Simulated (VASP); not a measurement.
# Ir (Fm-3m) in VASP: notebook, part 2 of 2

VASP 6.6.1.

### 4 Single point, LDA

This run uses another cell than the first one, of 13.85 Å³/atom, 0.979 times its volume.

Input file INCAR:

```
PREC = Accurate ; ENCUT = 520
EDIFF = 1E-7 ; ISMEAR = -1
SIGMA = 0.6 ; LREAL = False
LASPH = True ; NELM = 60
ALGO = Normal ; ISIF = 2
LWAVE = False ; LCHARG = True
GGA = CA ; LELF = True
LVHAR = True ; NBANDS = 10
```

Input file KPOINTS:

```
Automatic mesh
0
Gamma
  14 14 14
```

Input file POSCAR:

```
Ir
1.0
    0.0000000000      1.9060927672      1.9060927672
    1.9060927672      0.0000000000      1.9060927672
    1.9060927672      1.9060927672      0.0000000000
Ir
1
Direct
    0.0000000000      0.0000000000      0.0000000000
```

Potentials or basis: VASP PAW LDA potentials, release 64 (Ir).

Run with:

```sh
$ cat potpaw_LDA.64/Ir/POTCAR > POTCAR
$ mpirun -np 1 vasp_std > vasp.out
```

OUTCAR:

```text
PREC = Accurate
   ENCUT = 520
   EDIFF = 1E-7
   ISMEAR = -1
   LREAL = False
   LASPH = True
   NELM = 60
   ISIF = 2
   GGA = CA

 ion  position               nearest neighbor table
   1  0.000  0.000  0.000-

  LATTYP: Found a face centered cubic cell.
 ALAT       =     3.8121855344

  Lattice vectors:

 A1 = (   0.0000000000,   1.9060927672,   1.9060927672)
 A2 = (   1.9060927672,   0.0000000000,   1.9060927672)
 A3 = (   1.9060927672,   1.9060927672,   0.0000000000)

Analysis of symmetry for initial positions (statically):
=====================================================================
 Subroutine PRICEL returns:
 Original cell was already a primitive cell.

 Routine SETGRP: Setting up the symmetry group for a
 face centered cubic supercell.

 Subroutine GETGRP returns: Found 48 space group operations
 (whereof 48 operations were pure point group operations)
 out of a pool of 48 trial point group operations.

The static configuration has the point symmetry O_h .

Analysis of symmetry for dynamics (positions and initial velocities):
=====================================================================
 Subroutine PRICEL returns:
 Original cell was already a primitive cell.

 Routine SETGRP: Setting up the symmetry group for a
 face centered cubic supercell.

 Subroutine GETGRP returns: Found 48 space group operations
 (whereof 48 operations were pure point group operations)
 out of a pool of 48 trial point group operations.

The dynamic configuration has the point symmetry O_h .

 Subroutine INISYM returns: Found 48 space group operations
 (whereof 48 operations are pure point group operations),
 and found     1 'primitive' translations

----------------------------------------------------------------------------------------

                                     Primitive cell
[... 110 lines left out ...]
  volume/ion in A,a.u.               =      13.85        93.47
  Fermi-wavevector in a.u.,A,eV,Ry     =   1.417974  2.679583 27.356562  2.010651
  Thomas-Fermi vector in A             =   2.539148
   LORBIT       =      0    0 simple, 1 ext, 2 COOP (PROOUT), +10 PAW based schemes
   GGA     = CA    functional components
   LHFCALC =     F    Hartree Fock is set to
   AEXX    =    0.0000 exact exchange contribution
   IVDW    =     0    specifies the selected vdW correction
   LEPSILON=     F    determine dielectric tensor
   LRPA    =     F    only Hartree local field effects (RPA)
 non-spin polarized calculation
  energy-cutoff  :      520.00
  volume of cell :       13.85
 maximum number of plane-waves:       388
   NGX =  9   NGY =  9   NGZ =  9

 number of electron       9.0000001 magnetization

 Free energy of the ion-electron system (eV)
  ---------------------------------------------------
  ext. energy  EPLUGINS =         0.00000000
  ---------------------------------------------------
  free energy    TOTEN  =       -10.87914739 eV

  energy without entropy =       -9.79241140  energy(sigma->0) =      -10.33577940

 E-fermi :  10.6633     XC(G=0): -14.2570

 val. band max:       10.6439807448   @ k =  -0.2143   0.3571   0.1429
 cond. band min:      10.7036609995   @ k =  -0.3571   0.2857   0.0000
 fundamental gap:      0.0596802547
 Fermi energy:        10.6632870118

 k-point     1 :       0.0000    0.0000    0.0000
  band No.  band energies     occupation
      1      -0.6474      2.00000
      2       6.6915      1.99734
      3       6.6915      1.99734
      4       6.6915      1.99734
      5       9.5006      1.74821
      6       9.5006      1.74821
      7      24.9899      0.00000
      8      30.6371      0.00000
      9      30.6371      0.00000
     10      30.6371      0.00000
[... 287 lines left out ...]
 k-point    24 :       0.2857    0.1429    0.0000
  band No.  band energies     occupation
      1       2.1522      2.00000
      2       5.3010      1.99974
      3       7.0740      1.99497
      4       7.8505      1.98176
      5       9.2487      1.82708
      6      10.4840      1.14831
      7      25.7580      0.00000
      8      28.7037      0.00000
      9      30.9265      0.00000
     10      31.8632      0.00000

 [... further k-points ...]

------------------------ aborting loop because EDIFF is reached ----------------------------------------

  FORCE on cell =-STRESS in cart. coord.  units (eV):
  Direction    XX          YY          ZZ          XY          YZ          ZX
  --------------------------------------------------------------------------------------
  -------------------------------------------------------------------------------------
  Total        1.0949073      1.0949073      1.0949073     -0.0000000     -0.0000000      0.0000000
  in kB      126.6560168    126.6560168    126.6560168     -0.0000000     -0.0000000      0.0000000
  external PRESSURE =     126.6560168 kB  Pullay stress =       0.0000000 kB

 VOLUME and BASIS-vectors are now :
 -----------------------------------------------------------------------------
  energy-cutoff  :      520.00
  volume of cell :       13.85
      direct lattice vectors                 reciprocal lattice vectors
     0.000000000  1.906092767  1.906092767    -0.262316719  0.262316719  0.262316719
     1.906092767  0.000000000  1.906092767     0.262316719 -0.262316719  0.262316719
     1.906092767  1.906092767  0.000000000     0.262316719  0.262316719 -0.262316719

 POSITION                                       TOTAL-FORCE (eV/Angst)
 -----------------------------------------------------------------------------------
      0.00000      0.00000      0.00000         0.000000      0.000000      0.000000
 -----------------------------------------------------------------------------------
    total drift:                                0.000000      0.000000     -0.000000

  FREE ENERGIE OF THE ION-ELECTRON SYSTEM (eV)
  ---------------------------------------------------
  free  energy   TOTEN  =       -10.8791473935 eV

  energy  without entropy=       -9.7924113972  energy(sigma->0) =      -10.33577940
```

OSZICAR:

```text
N       E                     dE             d eps       ncg     rms          rms(c)
DAV:   1     0.463708653694E+02    0.46371E+02   -0.42887E+03  2096   0.825E+02
DAV:   2    -0.105496441374E+02   -0.56921E+02   -0.54031E+02  2128   0.199E+02
DAV:   3    -0.114323382831E+02   -0.88269E+00   -0.87923E+00  2492   0.303E+01
DAV:   4    -0.114408464563E+02   -0.85082E-02   -0.85060E-02  2390   0.268E+00
DAV:   5    -0.114410296711E+02   -0.18321E-03   -0.18321E-03  2354   0.377E-01    0.179E+01
DAV:   6    -0.109748474940E+02    0.46618E+00   -0.78714E-01  2346   0.110E+01    0.783E+00
DAV:   7    -0.108861694131E+02    0.88678E-01   -0.24167E-01  2570   0.550E+00    0.189E+00
DAV:   8    -0.108814659759E+02    0.47034E-02   -0.10717E-02  2288   0.156E+00    0.127E+00
DAV:   9    -0.108791489049E+02    0.23171E-02   -0.92111E-04  2246   0.423E-01    0.528E-02
DAV:  10    -0.108791486491E+02    0.25573E-06   -0.52955E-06  2416   0.191E-02    0.301E-02
DAV:  11    -0.108791473968E+02    0.12523E-05   -0.17882E-06  2304   0.162E-02    0.450E-04
DAV:  12    -0.108791473935E+02    0.32500E-08   -0.11943E-08  1210   0.111E-03
   1 F= -.10879147E+02 E0= -.10335779E+02  d E =-.108674E+01
```

It took 7.5 s on 1 thread of Intel Xeon 6975P-C, shared host; peak memory 0.13 GiB.

What came out:

```yaml
Free_energy: -10.8791 eV
Pressure: 12.7 GPa
```

Levels at points of the mesh, in eV from the Fermi level:
| k point | band 2 | band 3 | band 4 | band 5 | band 6 | band 7 |
| --- | --- | --- | --- | --- | --- | --- |
| (0.00, 0.00, 0.00) | -3.97 | -3.97 | -3.97 | -1.16 | -1.16 | 14.33 |
| (0.50, 0.00, 0.00) | -4.08 | -4.08 | -0.75 | 1.02 | 1.02 | 7.55 |
| (0.50, 0.50, 0.00) | -7.54 | 0.99 | 1.62 | 1.62 | 1.77 | 10.87 |

Caveat: spin-orbit coupling is left out, which moves the levels of the heavy elements.

### 5 Single point, LDA

This run uses another cell than the first one, of 13.85 Å³/atom, 0.979 times its volume.

Input file INCAR:

```
PREC = Accurate ; ENCUT = 520
EDIFF = 1E-7 ; ISMEAR = -1
SIGMA = 1.0 ; LREAL = False
LASPH = True ; NELM = 100
ALGO = Normal ; ISIF = 2
LWAVE = False ; LCHARG = True
GGA = CA ; LELF = True
LVHAR = True ; NBANDS = 10
```

KPOINTS is that of step 4.

POSCAR is that of step 4.

Potentials or basis: VASP PAW LDA potentials, release 64 (Ir).

Run with:

```sh
$ cat potpaw_LDA.64/Ir/POTCAR > POTCAR
$ mpirun -np 1 vasp_std > vasp.out
```

OUTCAR:

```text
PREC = Accurate
   ENCUT = 520
   EDIFF = 1E-7
   ISMEAR = -1
   LREAL = False
   LASPH = True
   NELM = 100
   ISIF = 2
   GGA = CA

 ion  position               nearest neighbor table
   1  0.000  0.000  0.000-

  LATTYP: Found a face centered cubic cell.
 ALAT       =     3.8121855344

  Lattice vectors:

 A1 = (   0.0000000000,   1.9060927672,   1.9060927672)
 A2 = (   1.9060927672,   0.0000000000,   1.9060927672)
 A3 = (   1.9060927672,   1.9060927672,   0.0000000000)

Analysis of symmetry for initial positions (statically):
=====================================================================
 Subroutine PRICEL returns:
 Original cell was already a primitive cell.

 Routine SETGRP: Setting up the symmetry group for a
 face centered cubic supercell.

 Subroutine GETGRP returns: Found 48 space group operations
 (whereof 48 operations were pure point group operations)
 out of a pool of 48 trial point group operations.

The static configuration has the point symmetry O_h .

Analysis of symmetry for dynamics (positions and initial velocities):
=====================================================================
 Subroutine PRICEL returns:
 Original cell was already a primitive cell.

 Routine SETGRP: Setting up the symmetry group for a
 face centered cubic supercell.

 Subroutine GETGRP returns: Found 48 space group operations
 (whereof 48 operations were pure point group operations)
 out of a pool of 48 trial point group operations.

The dynamic configuration has the point symmetry O_h .

 Subroutine INISYM returns: Found 48 space group operations
 (whereof 48 operations are pure point group operations),
 and found     1 'primitive' translations

----------------------------------------------------------------------------------------

                                     Primitive cell

  volume of cell :      13.8504

  direct lattice vectors                    reciprocal lattice vectors
     0.000000000  1.906092767  1.906092767    -0.262316719  0.262316719  0.262316719
     1.906092767  0.000000000  1.906092767     0.262316719 -0.262316719  0.262316719
     1.906092767  1.906092767  0.000000000     0.262316719  0.262316719 -0.262316719

  length of vectors
     2.695622243  2.695622243  2.695622243     0.454345884  0.454345884  0.454345884

  position of ions in fractional coordinates (direct lattice)
     0.000000000  0.000000000  0.000000000

  ion indices of the primitive-cell ions
   primitive index   ion index
                 1           1

----------------------------------------------------------------------------------------

 KPOINTS: Automatic mesh

Automatic generation of k-mesh.
 Grid dimensions read from file:
 generate k-points for:   14   14   14

 Generating k-lattice:

  Cartesian coordinates                     Fractional coordinates (reciprocal lattice)
    -0.018736908  0.018736908  0.018736908     0.071428571  0.000000000  0.000000000
     0.018736908 -0.018736908  0.018736908     0.000000000  0.071428571  0.000000000
     0.018736908  0.018736908 -0.018736908     0.000000000  0.000000000  0.071428571

  Length of vectors
     0.032453277  0.032453277  0.032453277

  Shift w.r.t. Gamma in fractional coordinates (k-lattice)
     0.000000000  0.000000000  0.000000000

 Subroutine IBZKPT returns following result:
 ===========================================

 Found    104 irreducible k-points:

 Following reciprocal coordinates:
            Coordinates               Weight
  0.000000  0.000000  0.000000      1.000000
  0.071429  0.000000  0.000000      8.000000
  0.142857  0.000000  0.000000      8.000000
  0.214286  0.000000  0.000000      8.000000
  0.285714  0.000000  0.000000      8.000000
  0.357143  0.000000  0.000000      8.000000
[... 16 lines left out ...]
  0.214286  0.142857  0.000000     24.000000
  0.285714  0.142857  0.000000     24.000000
 [... further k-points ...]
   k-points           NKPTS =    104   k-points in BZ     NKDIM =    104   number of bands    NBANDS=     10
   number of dos      NEDOS =    301   number of ions     NIONS =      1
   total plane-waves  NPLWV =   8000
   dimension x,y,z NGX =    20 NGY =   20 NGZ =   20
   dimension x,y,z NGXF=    40 NGYF=   40 NGZF=   40
   ions per type =               1
   NGX,Y,Z   is equivalent  to a cutoff of  12.33, 12.33, 12.33 a.u.
   NGXF,Y,Z  is equivalent  to a cutoff of  24.67, 24.67, 24.67 a.u.
 SYSTEM =  unknown system
   PREC   = accura    normal or accurate (medium, high low for compatibility)
   ISTART =      0    job   : 0-new  1-cont  2-samecut
   ICHARG =      2    charge: 1-file 2-atom 10-const
   ISPIN  =      1    spin polarized calculation?
   LNONCOLLINEAR =      F non collinear calculations
   LSORBIT =      F    spin-orbit coupling
   LASPH  =      T    aspherical Exc in radial PAW
   ENCUT  =  520.0 eV  38.22 Ry    6.18 a.u.   5.01  5.01  5.01*2*pi/ulx,y,z
   NELM   =    100;   NELMIN=  2; NELMDL= -5     # of ELM steps
   EDIFF  = 0.1E-06   stopping-criterion for ELM
   LREAL  =      F    real-space projection
   EDIFFG = 0.1E-05   stopping-criterion for IOM
   NSW    =      0    number of steps for IOM
   IBRION =     -1    ionic relax: 0-MD 1-quasi-New 2-CG
   NFREE  =      0    steps in history (QN), initial steepest desc. (CG)
   ISIF   =      2    stress and relaxation
   ISYM   =      2    0-nonsym 1-usesym 2-fastsym
   POTIM  = 0.5000    time-step for ionic-motion
   TEBEG  =    0.0;   TEEND  =   0.0 temperature during run
   PSTRESS=    0.0 pullay stress
   NELECT =       9.0000    total number of electrons
   NUPDOWN=      -1.0000    fix difference up-down
   EMIN   =  10.00;   EMAX   =-10.00  energy-range for DOS
   EFERMI =   0.00;   METHOD = LEGACY
   ISMEAR =    -1;   SIGMA  =   1.00  broadening in eV -4-tet -1-fermi 0-gaus
   EFERMI_NEDOS =   21; number of points for ismear=-14 and -15
   IALGO  =     38    algorithm
   IMIX   =      4    mixing-type and parameters
     AMIX     =   0.40;   BMIX     =  1.00
     AMIX_MAG =   1.60;   BMIX_MAG =  1.00
  volume/ion in A,a.u.               =      13.85        93.47
  Fermi-wavevector in a.u.,A,eV,Ry     =   1.417974  2.679583 27.356562  2.010651
  Thomas-Fermi vector in A             =   2.539148
   LORBIT       =      0    0 simple, 1 ext, 2 COOP (PROOUT), +10 PAW based schemes
   GGA     = CA    functional components
   LHFCALC =     F    Hartree Fock is set to
   AEXX    =    0.0000 exact exchange contribution
   IVDW    =     0    specifies the selected vdW correction
   LEPSILON=     F    determine dielectric tensor
   LRPA    =     F    only Hartree local field effects (RPA)
 non-spin polarized calculation
  energy-cutoff  :      520.00
  volume of cell :       13.85
 maximum number of plane-waves:       388
   NGX =  9   NGY =  9   NGZ =  9

 number of electron       9.0000001 magnetization

 Free energy of the ion-electron system (eV)
  ---------------------------------------------------
  ext. energy  EPLUGINS =         0.00000000
  ---------------------------------------------------
  free energy    TOTEN  =       -11.80208335 eV

  energy without entropy =       -9.02685670  energy(sigma->0) =      -10.41447003

 E-fermi :  10.8295     XC(G=0): -14.2511

 val. band max:       10.8218801159   @ k =   0.3571   0.0000   0.0000
 cond. band min:      10.8309920707   @ k =  -0.2857   0.3571   0.0714
 fundamental gap:      0.0091119547
 Fermi energy:        10.8295062500

 k-point     1 :       0.0000    0.0000    0.0000
  band No.  band energies     occupation
      1      -0.6468      1.99998
      2       6.7450      1.96689
      3       6.7450      1.96689
      4       6.7450      1.96689
      5       9.5514      1.56427
      6       9.5514      1.56427
      7      24.9876      0.00000
      8      30.6238      0.00000
      9      30.6238      0.00000
     10      30.6238      0.00000

 k-point     2 :       0.0714    0.0000    0.0000
  band No.  band energies     occupation
      1      -0.4148      1.99997
      2       6.6200      1.97073
      3       6.8460      1.96344
      4       6.8460      1.96344
      5       9.4852      1.58640
      6       9.4852      1.58640
      7      25.3941      0.00000
      8      29.4967      0.00000
      9      31.0127      0.00000
     10      31.0127      0.00000
[... 274 lines left out ...]
 k-point    24 :       0.2857    0.1429    0.0000
  band No.  band energies     occupation
      1       2.1577      1.99966
      2       5.3445      1.99174
      3       7.1172      1.95232
      4       7.9031      1.89827
      5       9.3003      1.64379
      6      10.5402      1.14364
      7      25.7596      0.00000
      8      28.7199      0.00000
      9      30.9383      0.00000
     10      31.8693      0.00000

 [... further k-points ...]
[... 5 lines left out ...]
  --------------------------------------------------------------------------------------
  -------------------------------------------------------------------------------------
  Total        2.3086024      2.3086024      2.3086024     -0.0000000      0.0000000      0.0000000
  in kB      267.0531091    267.0531091    267.0531091     -0.0000000      0.0000000      0.0000000
  external PRESSURE =     267.0531091 kB  Pullay stress =       0.0000000 kB

 VOLUME and BASIS-vectors are now :
 -----------------------------------------------------------------------------
  energy-cutoff  :      520.00
  volume of cell :       13.85
      direct lattice vectors                 reciprocal lattice vectors
     0.000000000  1.906092767  1.906092767    -0.262316719  0.262316719  0.262316719
     1.906092767  0.000000000  1.906092767     0.262316719 -0.262316719  0.262316719
     1.906092767  1.906092767  0.000000000     0.262316719  0.262316719 -0.262316719

 POSITION                                       TOTAL-FORCE (eV/Angst)
 -----------------------------------------------------------------------------------
      0.00000      0.00000      0.00000         0.000000      0.000000      0.000000
 -----------------------------------------------------------------------------------
    total drift:                                0.000000      0.000000     -0.000000

  FREE ENERGIE OF THE ION-ELECTRON SYSTEM (eV)
  ---------------------------------------------------
  free  energy   TOTEN  =       -11.8020833517 eV

  energy  without entropy=       -9.0268567025  energy(sigma->0) =      -10.41447003
```

It took 8.9 s on 1 thread of Intel Xeon 6975P-C, shared host; peak memory 0.13 GiB.

Results:

```
Free energy : -11.8021 eV
Pressure    : 26.7 GPa
```

Caveat: spin-orbit coupling is left out, which moves the levels of the heavy elements.

### 6 Summary

```csv
task,cell,cutoff (eV),smearing,gap on the mesh (eV),pressure (GPa)
relaxation of cell and atoms,"relaxed from a = 2.715 Å, angles 60.0°, 1 atom",600,fermi-dirac 0.1 eV,none,0.0
single point,"a = 2.696 Å, angles 60.0°, 1 atom",520,fermi-dirac 0.3 eV,none,5.2
single point,"a = 2.696 Å, angles 60.0°, 1 atom",520,fermi-dirac 0.6 eV,none,12.7
single point,"a = 2.696 Å, angles 60.0°, 1 atom",520,fermi-dirac 1 eV,none,26.7
```

Alike in all rows: level LDA; potentials or basis VASP PAW LDA potentials, release 64 (Ir); no spin polarisation; k mesh 14 × 14 × 14.

Caveats: spin-orbit coupling is left out, which moves the levels of the heavy elements.

Total energies depend on the potentials used, so only differences within one code and one set of settings carry meaning.
